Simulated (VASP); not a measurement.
# P (R-3m) in VASP: further runs

The runs below take P through single point, with PBE+D3(BJ).

Program: VASP 6.6.1. These are calculated values, not measurements. Logs are shortened: lines on timing, memory, paths and dates and some standing lists are left out, and cuts for length are marked.

## (1) The cell of the first run

It takes space group R-3m (No. 166, trigonal). Conventional cell: a = 3.400 Å, b = 3.400 Å, c = 8.340 Å, α = 90.00°, β = 90.00°, γ = 120.00°. P (site symmetry 3m) has 6 P at 2.32 to 2.50 Å within 3.1 Å.

## (2) Single point, PBE+D3(BJ) (volume scaled by 0.94, then relaxed in part)

Contents of INCAR:

```
SYSTEM = P
PREC     = Accurate       ! precision mode
ENCUT    = 520            ! plane-wave cutoff, eV
EDIFF    = 1E-6           ! SCF threshold, eV
ISMEAR   = 0              ! smearing method
SIGMA    = 0.1            ! smearing width, eV
LREAL    = .FALSE.        ! projectors in reciprocal space
LASPH    = .TRUE.         ! aspherical terms in the spheres
NELM     = 100            ! most SCF steps
ALGO     = Normal         ! electronic algorithm
ISIF     = 2              ! what is computed and relaxed
LWAVE    = .FALSE.        ! write WAVECAR
LCHARG   = .FALSE.        ! write CHGCAR
GGA      = PE             ! functional
IVDW     = 12             ! dispersion correction
NBANDS   = 12             ! bands
```

Contents of KPOINTS:

```
regular mesh
0
G
  15 15 15
  0 0 0
```

Contents of POSCAR:

```
P
1.0
    1.6999583606      0.9814714171      2.7799674198
   -1.6999583606      0.9814714171      2.7799674198
    0.0000000000     -1.9629428342      2.7799674198
P
2
Direct
    0.2406754613      0.2406754613      0.2406754613
    0.7593245387      0.7593245387      0.7593245387
```

Potentials or basis: VASP PAW PBE potentials, release 64 (P).

The run is started by

```bash
cat potpaw_PBE.64/P/POTCAR > POTCAR
mpirun -np 1 vasp_std > vasp.out
```

OUTCAR:

```text
SYSTEM = P
   PREC = Accurate
   ENCUT = 520
   EDIFF = 1E-6
   ISMEAR = 0
   LREAL = .FALSE.
   LASPH = .TRUE.
   NELM = 100
   ISIF = 2
   GGA = PE
   IVDW = 12
 IVDW          = 12

 ion  position               nearest neighbor table
   1  0.241  0.241  0.241-   2 2.32   2 2.32   2 2.32   2 2.50   2 2.50   2 2.50
   2  0.759  0.759  0.759-   1 2.32   1 2.32   1 2.32   1 2.50   1 2.50   1 2.50

  LATTYP: Found a trigonal (rhomboedric) cell.
 ALAT       =     3.4031402301
 COS(alpha) =     0.5009467674

  Lattice vectors:

 A1 = (   1.6999583606,   0.9814714171,   2.7799674198)
 A2 = (  -1.6999583606,   0.9814714171,   2.7799674198)
 A3 = (   0.0000000000,  -1.9629428342,   2.7799674198)

Analysis of symmetry for initial positions (statically):
=====================================================================
 Subroutine PRICEL returns:
 Original cell was already a primitive cell.

 Routine SETGRP: Setting up the symmetry group for a
 trigonal (rhombohedral) supercell.

 Subroutine GETGRP returns: Found 12 space group operations
 (whereof 12 operations were pure point group operations)
 out of a pool of 12 trial point group operations.

The static configuration has the point symmetry D_3d.

Analysis of symmetry for dynamics (positions and initial velocities):
=====================================================================
 Subroutine PRICEL returns:
 Original cell was already a primitive cell.

 Routine SETGRP: Setting up the symmetry group for a
 trigonal (rhombohedral) supercell.

 Subroutine GETGRP returns: Found 12 space group operations
 (whereof 12 operations were pure point group operations)
 out of a pool of 12 trial point group operations.

The dynamic configuration has the point symmetry D_3d.

 Subroutine INISYM returns: Found 12 space group operations
 (whereof 12 operations are pure point group operations),
 and found     1 'primitive' translations

----------------------------------------------------------------------------------------

                                     Primitive cell

  volume of cell :      27.8296

  direct lattice vectors                    reciprocal lattice vectors
     1.699958361  0.981471417  2.779967420     0.294124851  0.169813062  0.119905482
    -1.699958361  0.981471417  2.779967420    -0.294124851  0.169813062  0.119905482
     0.000000000 -1.962942834  2.779967420     0.000000000 -0.339626124  0.119905482

  length of vectors
[... 91 lines left out ...]
   TEBEG  =    0.0;   TEEND  =   0.0 temperature during run
   PSTRESS=    0.0 pullay stress
   NELECT =      10.0000    total number of electrons
   NUPDOWN=      -1.0000    fix difference up-down
   EMIN   =  10.00;   EMAX   =-10.00  energy-range for DOS
   EFERMI =   0.00;   METHOD = LEGACY
   ISMEAR =     0;   SIGMA  =   0.10  broadening in eV -4-tet -1-fermi 0-gaus
   EFERMI_NEDOS =   21; number of points for ismear=-14 and -15
   IALGO  =     38    algorithm
   IMIX   =      4    mixing-type and parameters
     AMIX     =   0.40;   BMIX     =  1.00
     AMIX_MAG =   1.60;   BMIX_MAG =  1.00
  volume/ion in A,a.u.               =      13.91        93.90
  Fermi-wavevector in a.u.,A,eV,Ry     =   1.163874  2.199402 18.430480  1.354602
  Thomas-Fermi vector in A             =   2.300418
   LORBIT       =      0    0 simple, 1 ext, 2 COOP (PROOUT), +10 PAW based schemes
   GGA     = PE    functional components
   LHFCALC =     F    Hartree Fock is set to
   AEXX    =    0.0000 exact exchange contribution
   IVDW    =    12    specifies the selected vdW correction
   LEPSILON=     F    determine dielectric tensor
   LRPA    =     F    only Hartree local field effects (RPA)
 non-spin polarized calculation
 Gauss-broadening in eV      SIGMA  =   0.10
  energy-cutoff  :      520.00
  volume of cell :       27.83
 maximum number of plane-waves:       763
 NGX is ok and might be reduce to    28
   NGX = 13   NGY = 13   NGZ = 13

 number of electron      10.0000001 magnetization

 Free energy of the ion-electron system (eV)
  ---------------------------------------------------
  ext. energy  EPLUGINS =         0.00000000
  ---------------------------------------------------
  free energy    TOTEN  =       -10.53691885 eV

  energy without entropy =      -10.53471967  energy(sigma->0) =      -10.53581926

 E-fermi :  10.5286     XC(G=0): -11.4696

 val. band max:       10.5262532117   @ k =   0.4000   0.0667   0.0667
 cond. band min:      10.5292655005   @ k =   0.3333   0.0667   0.0667
 fundamental gap:      0.0030122888
 Fermi energy:        10.5286465237

 k-point     1 :       0.0000    0.0000    0.0000
  band No.  band energies     occupation
      1      -6.7011      2.00000
      2       7.9714      2.00000
      3       7.9714      2.00000
      4       8.1646      2.00000
      5       9.1940      2.00000
      6      13.9887      0.00000
      7      14.4840      0.00000
      8      14.4840      0.00000
      9      15.9194      0.00000
     10      15.9194      0.00000
     11      16.5246      0.00000
     12      17.1810      0.00000
[... 331 lines left out ...]
 k-point    24 :       0.2000    0.1333    0.0000
  band No.  band energies     occupation
      1      -5.9974      2.00000
      2       4.9063      2.00000
      3       6.8804      2.00000
      4       7.1483      2.00000
      5      10.0508      2.00000
      6      12.7774      0.00000
      7      13.3807      0.00000
      8      15.3093      0.00000
      9      15.7468      0.00000
     10      17.2037      0.00000
     11      17.6191      0.00000
     12      18.8039      0.00000

 [... further k-points ...]

------------------------ aborting loop because EDIFF is reached ----------------------------------------

 Edisp (eV)   -1.01586

 E8    (eV) :    -0.3838

  FORCE on cell =-STRESS in cart. coord.  units (eV):
  Direction    XX          YY          ZZ          XY          YZ          ZX
  --------------------------------------------------------------------------------------
  -------------------------------------------------------------------------------------
  Total       0.34044     0.34044     0.37294     0.00000     0.00000     0.00000
  in kB      19.59949    19.59949    21.47039     0.00000     0.00000     0.00000
  external pressure =       20.22 kB  Pullay stress =        0.00 kB

 VOLUME and BASIS-vectors are now :
 -----------------------------------------------------------------------------
  energy-cutoff  :      520.00
  volume of cell :       27.83
      direct lattice vectors                 reciprocal lattice vectors
     1.699958361  0.981471417  2.779967420     0.294124851  0.169813062  0.119905482
    -1.699958361  0.981471417  2.779967420    -0.294124851  0.169813062  0.119905482
     0.000000000 -1.962942834  2.779967420     0.000000000 -0.339626124  0.119905482

 POSITION                                       TOTAL-FORCE (eV/Angst)
 -----------------------------------------------------------------------------------
      0.00000      0.00000      2.00721         0.000000      0.000000     -0.022940
      0.00000      0.00000      6.33269         0.000000     -0.000000      0.022940
 -----------------------------------------------------------------------------------
    total drift:                               -0.000000     -0.000000      0.000000

  FREE ENERGIE OF THE ION-ELECTRON SYSTEM (eV)
  ---------------------------------------------------
  free  energy   TOTEN  =       -11.5527764420 eV

  energy  without entropy=      -11.5505772640  energy(sigma->0) =      -11.55167685
```

OSZICAR:

```text
N       E                     dE             d eps       ncg     rms          rms(c)
DAV:   1     0.212732600896E+02    0.21273E+02   -0.46593E+03  8256   0.732E+02
DAV:   2    -0.943831484802E+01   -0.30712E+02   -0.29273E+02 10740   0.119E+02
DAV:   3    -0.105397361114E+02   -0.11014E+01   -0.10947E+01 10772   0.208E+01
DAV:   4    -0.105457817220E+02   -0.60456E-02   -0.60439E-02  9752   0.182E+00
DAV:   5    -0.105458205732E+02   -0.38851E-04   -0.38842E-04 10692   0.141E-01    0.733E+00
DAV:   6    -0.105389982362E+02    0.68223E-02   -0.37939E-03  9960   0.405E-01    0.437E+00
DAV:   7    -0.105367532007E+02    0.22450E-02   -0.78501E-03  9928   0.648E-01    0.130E-01
DAV:   8    -0.105368879633E+02   -0.13476E-03   -0.89471E-04  9836   0.210E-01    0.625E-02
DAV:   9    -0.105369106249E+02   -0.22662E-04   -0.47953E-05 10232   0.509E-02    0.418E-02
DAV:  10    -0.105369185800E+02   -0.79552E-05   -0.10769E-05  9776   0.242E-02    0.620E-03
DAV:  11    -0.105369188480E+02   -0.26798E-06   -0.12562E-07  6112   0.262E-03
   1 F= -.11552776E+02 E0= -.11551677E+02  d E =-.219918E-02
```

stdout:

```text
POSCAR found type information on POSCAR P
 POSCAR found :  1 types and       2 ions
 scaLAPACK will be used
 LDA part: xc-table for (Slater+PW92), standard interpolation
 POSCAR, INCAR and KPOINTS ok, starting setup
 FFT: planning ... GRIDC
 FFT: planning ... GRID_SOFT
 FFT: planning ... GRID
 WAVECAR not read
 entering main loop
```

Run time: 41 s. Hardware: 1 thread of Intel Xeon 6975P-C (Granite Rapids), shared host; peak memory 0.22 GiB.

What came out:

```yaml
Free_energy: -11.5528 eV
Pressure: 2.0 GPa
Largest_force: 0.023 eV/Å
Band_gap_on_the_k_mesh: zero (band 5 reaches 11.32 eV, above the bottom of band 6 at 9.46 eV)
Dispersion_energy_per_atom: -0.508 eV
```

Forces on the atoms (eV/Å):
```
P    0.000  0.000 -0.023
P    0.000  0.000  0.023
```

Stress tensor (GPa, compression positive):
```
1.96 0.00 0.00
0.00 1.96 0.00
0.00 0.00 2.15
```

Levels at points of the mesh, in eV from the Fermi level:
```csv
k point,band 1,band 2,band 3,band 4,band 5,band 6,band 7,band 8,band 9,band 10
"(0.00, 0.00, 0.00)",-17.23,-2.56,-2.56,-2.36,-1.33,3.46,3.96,3.96,5.39,5.39
```

Caveat: the cell differs from its parent crystal (volume scaled by 0.94, then relaxed in part); pairwise dispersion overbinds metals, which lowers pressure and volume.

## (3) Single point, PBE+D3(BJ) (volume scaled by 0.97, then relaxed in part)

Contents of INCAR:

```
SYSTEM = P
PREC = Accurate
ENCUT = 520
EDIFF = 1E-6
ISMEAR = 0
SIGMA = 0.1
LREAL = .FALSE.
LASPH = .TRUE.
NELM = 80
ALGO = Normal
ISIF = 2
LWAVE = .FALSE.
LCHARG = .FALSE.
GGA = PE
IVDW = 12
NBANDS = 12
```

KPOINTS is that of step 2.

Contents of POSCAR:

```
P
1.0
    1.7041407752      0.9838861353      2.8546260085
   -1.7041407752      0.9838861353      2.8546260085
    0.0000000000     -1.9677722706      2.8546260086
P
2
Direct
    0.2362784083      0.2362784083      0.2362784083
    0.7637215917      0.7637215917      0.7637215917
```

Potentials or basis: VASP PAW PBE potentials, release 64 (P).

The run is started by

```bash
cat potpaw_PBE.64/P/POTCAR > POTCAR
mpirun -np 1 vasp_std > vasp.out
```

OUTCAR:

```text
SYSTEM = P
   PREC = Accurate
   ENCUT = 520
   EDIFF = 1E-6
   ISMEAR = 0
   LREAL = .FALSE.
   LASPH = .TRUE.
   NELM = 80
   ISIF = 2
   GGA = PE
   IVDW = 12
 IVDW          = 12

 ion  position               nearest neighbor table
   1  0.236  0.236  0.236-   2 2.30   2 2.30   2 2.30   2 2.58   2 2.58   2 2.58
   2  0.764  0.764  0.764-   1 2.30   1 2.30   1 2.30   1 2.58   1 2.58   1 2.58

  LATTYP: Found a trigonal (rhomboedric) cell.
 ALAT       =     3.4671338822
[... 552 lines left out ...]
------------------------ aborting loop because EDIFF is reached ----------------------------------------

 Edisp (eV)   -0.98458

 E8    (eV) :    -0.3723

  FORCE on cell =-STRESS in cart. coord.  units (eV):
  Direction    XX          YY          ZZ          XY          YZ          ZX
  --------------------------------------------------------------------------------------
  -------------------------------------------------------------------------------------
  Total       0.24954     0.24954     0.28622     0.00000    -0.00000     0.00000
  in kB      13.92201    13.92201    15.96817     0.00000    -0.00000     0.00000
  external pressure =       14.60 kB  Pullay stress =        0.00 kB

 VOLUME and BASIS-vectors are now :
 -----------------------------------------------------------------------------
  energy-cutoff  :      520.00
  volume of cell :       28.72
      direct lattice vectors                 reciprocal lattice vectors
     1.704140775  0.983886135  2.854626008     0.293402991  0.169396296  0.116769529
    -1.704140775  0.983886135  2.854626008    -0.293402991  0.169396296  0.116769529
     0.000000000 -1.967772271  2.854626009     0.000000000 -0.338792591  0.116769529

 POSITION                                       TOTAL-FORCE (eV/Angst)
 -----------------------------------------------------------------------------------
      0.00000      0.00000      2.02346         0.000000     -0.000000     -0.042902
      0.00000      0.00000      6.54042         0.000000      0.000000      0.042902
 -----------------------------------------------------------------------------------
    total drift:                                0.000000      0.000000      0.000000

  FREE ENERGIE OF THE ION-ELECTRON SYSTEM (eV)
  ---------------------------------------------------
  free  energy   TOTEN  =       -11.5620074344 eV

  energy  without entropy=      -11.5596253476  energy(sigma->0) =      -11.56081639
```

Run time: 40 s. Hardware: 1 thread of Intel Xeon 6975P-C (Granite Rapids), shared host; peak memory 0.22 GiB.

Results:

| Item | Value |
| --- | --- |
| Free energy | -11.5620 eV |
| Pressure | 1.5 GPa |
| Largest force | 0.043 eV/Å |
| Band gap on the k mesh | zero (band 5 reaches 11.03 eV, above the bottom of band 6 at 9.44 eV) |
| Dispersion energy per atom | -0.492 eV |

Forces on the atoms (eV/Å):
```
P    0.000  0.000 -0.043
P    0.000  0.000  0.043
```

Caveat: the cell differs from its parent crystal (volume scaled by 0.97, then relaxed in part); pairwise dispersion overbinds metals, which lowers pressure and volume.

## (4) Single point, PBE+D3(BJ)

This run uses another cell than the first one, of 14.80 Å³/atom, 1.064 times its volume.

Contents of INCAR:

```
ALGO = Normal
EDIFF = 1E-7
ENCUT = 520
GGA = PE
ISIF = 2
ISMEAR = 0
IVDW = 12
LASPH = T
LCHARG = T
LELF = T
LREAL = F
LVHAR = T
LWAVE = F
NBANDS = 12
NELM = 100
PREC = Accurate
SIGMA = 0.1
```

Contents of KPOINTS:

```
k-points
0
Gamma
  15 15 15
```

Contents of POSCAR:

```
P
1.0
    1.7132924524      0.9891698586      2.9115578042
   -1.7132924524      0.9891698586      2.9115578042
    0.0000000000     -1.9783397171      2.9115578043
P
2
Direct
    0.2340199604      0.2340199604      0.2340199604
    0.7659800396      0.7659800396      0.7659800396
```

The run is started by

```bash
cat potpaw_PBE.64/P/POTCAR > POTCAR
mpirun -np 1 vasp_std > vasp.out
```

Wall time 49 s (1 thread of Intel Xeon 6975P-C (Granite Rapids), shared host); peak memory 0.23 GiB.

It converged, with:

| Quantity | Value |
| --- | --- |
| Free energy | -11.5674 eV |
| Pressure | -0.3 GPa |
| Largest force | 0.047 eV/Å |
| Band gap on the k mesh | zero (band 5 reaches 10.72 eV, above the bottom of band 6 at 9.25 eV) |
| Dispersion energy per atom | -0.478 eV |

Forces in eV/Å, atoms in the order of the input:
```
P    0.000  0.000 -0.047
P    0.000  0.000  0.047
```

Stress tensor (GPa, compression positive):
```
-0.37  0.00  0.00
 0.00 -0.37  0.00
 0.00  0.00 -0.22
```

Levels at points of the mesh, in eV from the Fermi level:
```csv
k point,band 3,band 4,band 5,band 6,band 7,band 8
"(0.00, 0.00, 0.00)",-2.73,-2.73,-2.32,2.34,3.38,3.38
```

Caveat: pairwise dispersion overbinds metals, which lowers pressure and volume.

(Part 1 of 2 ends here.)
